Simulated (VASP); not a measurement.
# ZrSi2 (Pmm2) in VASP: single point with PBE

Aim: the single point of ZrSi2 with PBE.

Everything below comes from runs of VASP 6.6.1. Logs are shortened: lines on timing, memory, paths and dates and some standing lists are left out, and cuts for length are marked.

### Step 1. The cell of the first run

The structure is orthorhombic, space group Pmm2 (No. 25). The conventional cell has a = 3.679 Å, b = 3.705 Å, c = 17.788 Å, α = 90.00°, β = 90.00°, γ = 90.00°. Zr (site symmetry mm2) has 10 Si at 2.72 to 2.99 Å and 6 Zr at 3.62 to 3.71 Å within 3.8 Å. Zr (site symmetry mm2) has 10 Si at 2.72 to 2.99 Å and 6 Zr at 3.62 to 3.71 Å within 3.8 Å. Within 3.8 Å of Zr (site symmetry mm2) lie 6 Si at 2.72 to 2.99 Å and 6 Zr at 3.62 to 3.71 Å. Zr (site symmetry mm2) has 10 Si at 2.72 to 2.99 Å and 6 Zr at 3.62 to 3.71 Å within 3.8 Å. Within 3.2 Å of Si (site symmetry mm2) lie 2 Si at 2.42 Å and 6 Zr at 2.72 to 2.99 Å. Si (site symmetry mm2) has 2 Si at 2.42 Å and 6 Zr at 2.72 to 2.99 Å within 3.2 Å. Within 3.2 Å of Si (site symmetry mm2) lie 2 Si at 2.42 Å and 6 Zr at 2.72 to 2.99 Å. Within 3.2 Å of Si (site symmetry mm2) lie 2 Si at 2.42 Å and 6 Zr at 2.72 to 2.99 Å.

### Step 2. Single point, PBE (the distance across one plane changed)

Contents of INCAR:

```
ALGO = Normal
EDIFF = 1E-6
ENCUT = 500
GGA = PE
GGA_COMPAT = False
ISIF = 2
ISMEAR = 0
KPAR = 4
LASPH = True
LCHARG = True
LREAL = False
LVHAR = True
LWAVE = False
NBANDS = 52
NELM = 120
PREC = Accurate
SIGMA = 0.15
```

Contents of KPOINTS:

```
k-points
0
Gamma
  13 13 4
```

Contents of POSCAR:

```
ZrSi2
1.0
   -3.7051806570      0.0000000000      0.0000000000
    0.0000000000      0.0000000000     -3.6790719899
    0.0000000000    -17.7880263475      0.0000000000
Zr Si
4 8
Direct
    0.0000000000      0.2500000000      0.5962144105
    0.5000000000      0.2500000000      0.1805407979
    0.0000000000      0.7500000000      0.7713517751
    0.5000000000      0.7500000000      0.3556781624
    0.0000000000      0.2500000000      0.3122539715
    0.5000000000      0.2500000000      0.7279275842
    0.0000000000      0.7500000000      0.2239649888
    0.5000000000      0.7500000000      0.6396386014
    0.0000000000      0.2500000000      0.0605323081
    0.5000000000      0.2500000000      0.4762059207
    0.0000000000      0.7500000000      0.4756866523
    0.5000000000      0.7500000000      0.0600130396
```

Potentials or basis: VASP PAW PBE potentials, release 64 (Zr_sv, Si).

Command:

```console
> cat potpaw_PBE.64/Zr_sv/POTCAR potpaw_PBE.64/Si/POTCAR > POTCAR
> mpirun -np 4 vasp_std > vasp.out
```

OUTCAR:

```text
EDIFF = 1E-6
   ENCUT = 500
   GGA = PE
   ISIF = 2
   ISMEAR = 0
   LASPH = True
   LREAL = False
   NELM = 120
   PREC = Accurate

 ion  position               nearest neighbor table
   1  0.000  0.250  0.596-   8 2.72   8 2.72   8 2.72   8 2.72  11 2.82  11 2.82  10 2.83  10 2.83
                             6 2.99   6 2.99   3 3.62   3 3.62
   2  0.500  0.250  0.181-   7 2.72   7 2.72   7 2.72   7 2.72  12 2.82  12 2.82   9 2.83   9 2.83
                             5 2.99   5 2.99   4 3.62   4 3.62
   3  0.000  0.750  0.771-   6 2.72   6 2.72   6 2.72   6 2.72   8 2.99   8 2.99   1 3.62   1 3.62
[... 7 lines left out ...]
   7  0.000  0.750  0.224-   5 2.42   5 2.42   2 2.72   2 2.72   2 2.72   2 2.72   4 2.99   4 2.99

   8  0.500  0.750  0.640-   6 2.42   6 2.42   1 2.72   1 2.72   1 2.72   1 2.72   3 2.99   3 2.99

   9  0.000  0.250  0.061-  12 2.61  12 2.61  12 2.61  12 2.61   2 2.83   2 2.83
  10  0.500  0.250  0.476-  11 2.61  11 2.61  11 2.61  11 2.61   4 2.82   4 2.82   1 2.83   1 2.83

  11  0.000  0.750  0.476-  10 2.61  10 2.61  10 2.61  10 2.61   1 2.82   1 2.82   4 2.83   4 2.83

  12  0.500  0.750  0.060-   9 2.61   9 2.61   9 2.61   9 2.61   2 2.82   2 2.82

  LATTYP: Found a simple orthorhombic cell.
 ALAT       =     3.6790719899
 B/A-ratio  =     1.0070965361
 C/A-ratio  =     4.8349220663

  Lattice vectors:

 A1 = (   0.0000000000,   0.0000000000,   3.6790719899)
 A2 = (  -3.7051806570,   0.0000000000,   0.0000000000)
 A3 = (   0.0000000000, -17.7880263475,   0.0000000000)

Analysis of symmetry for initial positions (statically):
=====================================================================
 Subroutine PRICEL returns:
 Original cell was already a primitive cell.

 Routine SETGRP: Setting up the symmetry group for a
 simple orthorhombic supercell.

 Subroutine GETGRP returns: Found  4 space group operations
 (whereof  2 operations were pure point group operations)
 out of a pool of  8 trial point group operations.

The static configuration has the point symmetry C_1h.
 The point group associated with its full space group is C_2v.

Analysis of symmetry for dynamics (positions and initial velocities):
=====================================================================
 Subroutine PRICEL returns:
 Original cell was already a primitive cell.

 Routine SETGRP: Setting up the symmetry group for a
 simple orthorhombic supercell.

 Subroutine GETGRP returns: Found  4 space group operations
 (whereof  2 operations were pure point group operations)
 out of a pool of  8 trial point group operations.

The dynamic configuration has the point symmetry C_1h.
 The point group associated with its full space group is C_2v.

 Subroutine INISYM returns: Found  4 space group operations
 (whereof  2 operations are pure point group operations),
 and found     1 'primitive' translations

----------------------------------------------------------------------------------------

                                     Primitive cell

  volume of cell :     242.4797

  direct lattice vectors                    reciprocal lattice vectors
    -3.705180657  0.000000000  0.000000000    -0.269892373  0.000000000  0.000000000
     0.000000000  0.000000000 -3.679071990     0.000000000  0.000000000 -0.271807674
     0.000000000-17.788026348  0.000000000     0.000000000 -0.056217592  0.000000000

  length of vectors
     3.705180657  3.679071990 17.788026348     0.269892373  0.271807674  0.056217592

  position of ions in fractional coordinates (direct lattice)
     0.000000000  0.250000000  0.596214410
     0.500000000  0.250000000  0.180540798
     0.000000000  0.750000000  0.771351775
     0.500000000  0.750000000  0.355678162
     0.000000000  0.250000000  0.312253971
     0.500000000  0.250000000  0.727927584
     0.000000000  0.750000000  0.223964989
     0.500000000  0.750000000  0.639638601
     0.000000000  0.250000000  0.060532308
     0.500000000  0.250000000  0.476205921
     0.000000000  0.750000000  0.475686652
     0.500000000  0.750000000  0.060013040

  ion indices of the primitive-cell ions
   primitive index   ion index
                 1           1
                 2           2
                 3           3
                 4           4
                 5           5
                 6           6
                 7           7
                 8           8
                 9           9
                10          10
                11          11
                12          12

----------------------------------------------------------------------------------------

 KPOINTS: k-points

Automatic generation of k-mesh.
 Grid dimensions read from file:
 generate k-points for:   13   13    4

 Generating k-lattice:

  Cartesian coordinates                     Fractional coordinates (reciprocal lattice)
    -0.020760952  0.000000000  0.000000000     0.076923077  0.000000000  0.000000000
     0.000000000  0.000000000 -0.020908283     0.000000000  0.076923077  0.000000000
     0.000000000 -0.014054398  0.000000000     0.000000000  0.000000000  0.250000000

  Length of vectors
     0.020760952  0.020908283  0.014054398

  Shift w.r.t. Gamma in fractional coordinates (k-lattice)
     0.000000000  0.000000000  0.000000000

 Subroutine IBZKPT returns following result:
 ===========================================

 Found    147 irreducible k-points:

 Following reciprocal coordinates:
            Coordinates               Weight
  0.000000  0.000000  0.000000      1.000000
  0.076923  0.000000  0.000000      2.000000
  0.153846  0.000000  0.000000      2.000000
  0.230769  0.000000  0.000000      2.000000
  0.307692  0.000000  0.000000      2.000000
  0.384615  0.000000  0.000000      2.000000
[... 16 lines left out ...]
  0.076923  0.230769  0.000000      4.000000
  0.153846  0.230769  0.000000      4.000000
 [... further k-points ...]
   k-points           NKPTS =    147   k-points in BZ     NKDIM =    147   number of bands    NBANDS=     52
   number of dos      NEDOS =    301   number of ions     NIONS =     12
   total plane-waves  NPLWV = 109760
   dimension x,y,z NGX =    28 NGY =   28 NGZ =  140
   dimension x,y,z NGXF=    56 NGYF=   56 NGZF=  280
   ions per type =               4   8
   NGX,Y,Z   is equivalent  to a cutoff of  12.56, 12.65, 13.08 a.u.
   NGXF,Y,Z  is equivalent  to a cutoff of  25.13, 25.30, 26.17 a.u.
 SYSTEM =  unknown system
   PREC   = accura    normal or accurate (medium, high low for compatibility)
   ISTART =      0    job   : 0-new  1-cont  2-samecut
   ICHARG =      2    charge: 1-file 2-atom 10-const
   ISPIN  =      1    spin polarized calculation?
   LNONCOLLINEAR =      F non collinear calculations
   LSORBIT =      F    spin-orbit coupling
   LASPH  =      T    aspherical Exc in radial PAW
   ENCUT  =  500.0 eV  36.75 Ry    6.06 a.u.   6.76  6.71 32.43*2*pi/ulx,y,z
   NELM   =    120;   NELMIN=  2; NELMDL= -5     # of ELM steps
   EDIFF  = 0.1E-05   stopping-criterion for ELM
   LREAL  =      F    real-space projection
   EDIFFG = 0.1E-04   stopping-criterion for IOM
   NSW    =      0    number of steps for IOM
   IBRION =     -1    ionic relax: 0-MD 1-quasi-New 2-CG
   NFREE  =      0    steps in history (QN), initial steepest desc. (CG)
   ISIF   =      2    stress and relaxation
   ISYM   =      2    0-nonsym 1-usesym 2-fastsym
   POTIM  = 0.5000    time-step for ionic-motion
   TEBEG  =    0.0;   TEEND  =   0.0 temperature during run
   PSTRESS=    0.0 pullay stress
   NELECT =      80.0000    total number of electrons
   NUPDOWN=      -1.0000    fix difference up-down
   EMIN   =  10.00;   EMAX   =-10.00  energy-range for DOS
   EFERMI =   0.00;   METHOD = LEGACY
   ISMEAR =     0;   SIGMA  =   0.15  broadening in eV -4-tet -1-fermi 0-gaus
   EFERMI_NEDOS =   21; number of points for ismear=-14 and -15
   IALGO  =     38    algorithm
   IMIX   =      4    mixing-type and parameters
     AMIX     =   0.40;   BMIX     =  1.00
     AMIX_MAG =   1.60;   BMIX_MAG =  1.00
  volume/ion in A,a.u.               =      20.21       136.36
  Fermi-wavevector in a.u.,A,eV,Ry     =   1.131218  2.137692 17.410755  1.279654
  Thomas-Fermi vector in A             =   2.267917
   LORBIT       =      0    0 simple, 1 ext, 2 COOP (PROOUT), +10 PAW based schemes
   GGA     = PE    functional components
   LHFCALC =     F    Hartree Fock is set to
   AEXX    =    0.0000 exact exchange contribution
   IVDW    =     0    specifies the selected vdW correction
   LEPSILON=     F    determine dielectric tensor
   LRPA    =     F    only Hartree local field effects (RPA)
 non-spin polarized calculation
 Gauss-broadening in eV      SIGMA  =   0.15
  energy-cutoff  :      500.00
  volume of cell :      242.48
 maximum number of plane-waves:      6198
 NGX is ok and might be reduce to    28
   NGX = 13   NGY = 13   NGZ = 65

 number of electron      80.0000000 magnetization

 Free energy of the ion-electron system (eV)
  ---------------------------------------------------
  ext. energy  EPLUGINS =         0.00000000
  ---------------------------------------------------
  free energy    TOTEN  =       -81.96552149 eV

  energy without entropy =      -81.89388187  energy(sigma->0) =      -81.92970168

 E-fermi :   7.5712     XC(G=0): -10.0483

 val. band max:        7.5667906897   @ k =   0.2308   0.2308   0.2500
 cond. band min:       7.5719122876   @ k =   0.3846   0.0769   0.0000
 fundamental gap:      0.0051215979
 Fermi energy:         7.5711594258

 k-point     1 :       0.0000    0.0000    0.0000
  band No.  band energies     occupation
      1     -41.8587      2.00000
      2     -41.1050      2.00000
      3     -41.1034      2.00000
      4     -41.0008      2.00000
      5     -20.0991      2.00000
      6     -19.7817      2.00000
[... 1309 lines left out ...]
     51      10.6302      0.00000
     52      10.8003      0.00000

 [... further k-points ...]

------------------------ aborting loop because EDIFF is reached ----------------------------------------

  FORCE on cell =-STRESS in cart. coord.  units (eV):
  Direction    XX          YY          ZZ          XY          YZ          ZX
  --------------------------------------------------------------------------------------
  -------------------------------------------------------------------------------------
  Total       -3.2165934     -1.7552840     -2.6373748      0.0000000      0.0000000      0.0000000
  in kB      -21.2535414    -11.5979846    -17.4263727      0.0000000      0.0000000      0.0000000
  external PRESSURE =     -16.7592996 kB  Pullay stress =       0.0000000 kB

 VOLUME and BASIS-vectors are now :
 -----------------------------------------------------------------------------
  energy-cutoff  :      500.00
  volume of cell :      242.48
      direct lattice vectors                 reciprocal lattice vectors
    -3.705180657  0.000000000  0.000000000    -0.269892373  0.000000000  0.000000000
     0.000000000  0.000000000 -3.679071990     0.000000000  0.000000000 -0.271807674
     0.000000000-17.788026348  0.000000000     0.000000000 -0.056217592  0.000000000

 POSITION                                       TOTAL-FORCE (eV/Angst)
 -----------------------------------------------------------------------------------
      0.00000    -10.60548     -0.91977         0.000000      0.009042      0.000000
     -1.85259     -3.21146     -0.91977         0.000000     -0.720287      0.000000
      0.00000    -13.72083     -2.75930         0.000000      1.153599      0.000000
     -1.85259     -6.32681     -2.75930         0.000000      0.010069      0.000000
      0.00000     -5.55438     -0.91977         0.000000      0.034777      0.000000
     -1.85259    -12.94840     -0.91977         0.000000     -0.928604      0.000000
      0.00000     -3.98390     -2.75930         0.000000      0.345435      0.000000
     -1.85259    -11.37791     -2.75930         0.000000     -0.402750      0.000000
      0.00000     -1.07675     -0.91977         0.000000      0.322404      0.000000
     -1.85259     -8.47076     -0.91977         0.000000     -0.018714      0.000000
      0.00000     -8.46153     -2.75930         0.000000     -0.075850      0.000000
     -1.85259     -1.06751     -2.75930         0.000000      0.270879      0.000000
 -----------------------------------------------------------------------------------
    total drift:                                0.000000      0.000152      0.000000

  FREE ENERGIE OF THE ION-ELECTRON SYSTEM (eV)
  ---------------------------------------------------
  free  energy   TOTEN  =       -81.9655214920 eV

  energy  without entropy=      -81.8938818666  energy(sigma->0) =      -81.92970168
```

Run time: 11 min. Hardware: 4 MPI ranks of Intel Xeon Platinum 8259CL at 2.50GHz (Skylake/Cascade Lake), shared host; peak memory 1.2 GiB.

Results:

```
Free energy            : -81.9655 eV
Pressure               : -1.7 GPa
Largest force          : 1.154 eV/Å
Band gap on the k mesh : zero (bands 40 and 41 overlap by 0.92 eV)
```

Forces in eV/Å, atoms in the order of the input:
```
Zr   0.000  0.009  0.000
Zr   0.000 -0.720  0.000
Zr   0.000  1.154  0.000
Zr   0.000  0.010  0.000
Si   0.000  0.035  0.000
Si   0.000 -0.929  0.000
Si   0.000  0.345  0.000
Si   0.000 -0.403  0.000
Si   0.000  0.322  0.000
Si   0.000 -0.019  0.000
Si   0.000 -0.076  0.000
Si   0.000  0.271  0.000
```

Levels at points of the mesh, in eV from the Fermi level:
```csv
k point,band 38,band 39,band 40,band 41,band 42,band 43
"(0.00, 0.00, 0.00)",-1.36,-0.16,0.04,0.44,1.06,1.25
"(0.00, 0.00, 0.50)",-1.40,-0.33,0.03,0.66,1.06,1.25
```

Caveat: the cell differs from its parent crystal (the distance across one plane changed); forces of over 1 eV/Å act on the atoms, so gaps and moduli don't describe the material at rest.
